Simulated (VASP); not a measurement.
The system is ZrTa3N4.

```
CELL_PARAMETERS angstrom
2.94864 -0.00860 -0.00838
-1.48177 2.61918 0.01529
-0.03265 0.04994 11.56029
ATOMIC_POSITIONS crystal
Zr 0.05849 0.03895 0.99922
Ta 0.99588 0.99211 0.49706
Ta 0.03987 0.04229 0.74503
Ta 0.98978 0.95712 0.25522
N 0.28562 0.65098 0.63782
N 0.31641 0.65361 0.37053
N 0.30833 0.65807 0.87076
N 0.33896 0.67353 0.12436
```

| Quantity | Value |
| --- | --- |
| Program | VASP 6.6.1 |
| Task | relaxation of cell and atoms |
| Functional | PBE |
| Potentials or basis | VASP PAW PBE potentials, release 64 (Zr_sv, Ta_pv, N) |
| Cutoff | 600 eV |
| k mesh | 12 × 12 × 2 |
| Occupations | gaussian, width 0.2 eV |
| Spin | no spin polarisation |

At the start: pressure 8.7 GPa; volume 11.14 Å³/atom.

Where does the relaxation end?

Over 20 steps the energy falls by 154.2 meV/atom and the volume is 11.26 Å³/atom (+1.1 %); space group P1 (No. 1, to 0.1 Å) before, P-6m2 (No. 187, to 0.1 Å).

Step by step:
```csv
step,energy change (eV),largest force (eV/Å),pressure (GPa),volume (Å³)
1,0.0000,4.4971,8.71,89.13
2,-0.2385,3.3993,-16.85,97.14
3,-0.9116,1.1715,-8.76,93.08
4,-1.0046,1.7461,11.63,87.10
5,-1.1140,1.3065,2.22,89.53
6,-1.1922,0.4445,0.31,89.96
7,-1.1934,0.4028,0.48,89.91
8,-1.2153,0.1950,-0.90,90.35
9,-1.2191,0.2103,-1.68,90.61
10,-1.2223,0.2072,2.20,89.50
11,-1.2257,0.1335,0.57,89.96
12,-1.2292,0.1227,0.13,90.06
13,-1.2293,0.1485,0.05,90.08
14,-1.2319,0.0975,-0.26,90.18
15,-1.2324,0.1134,-0.47,90.25
16,-1.2333,0.0607,0.50,89.96
17,-1.2335,0.0654,0.25,90.04
18,-1.2337,0.0541,-0.16,90.14
19,-1.2338,0.0288,-0.04,90.11
20,-1.2339,0.0210,0.00,90.09
```

Final structure:
```yaml
crystal:
  lattice:
    - [2.98849, 0.00032, 0.00008]
    - [-1.49442, 2.58807, -0.00043]
    - [0.00026, -0.00047, 11.64739]
  atoms:
    - { symbol: Zr, position: [0.99959, 0.99977, 0.99995] }
    - { symbol: Ta, position: [0.00054, 0.00044, 0.50000] }
    - { symbol: Ta, position: [0.99975, 0.00049, 0.74804] }
    - { symbol: Ta, position: [0.00009, 0.99934, 0.25199] }
    - { symbol: N, position: [0.33359, 0.66718, 0.62319] }
    - { symbol: N, position: [0.33383, 0.66669, 0.37686] }
    - { symbol: N, position: [0.33289, 0.66711, 0.86608] }
    - { symbol: N, position: [0.33305, 0.66566, 0.13389] }
```
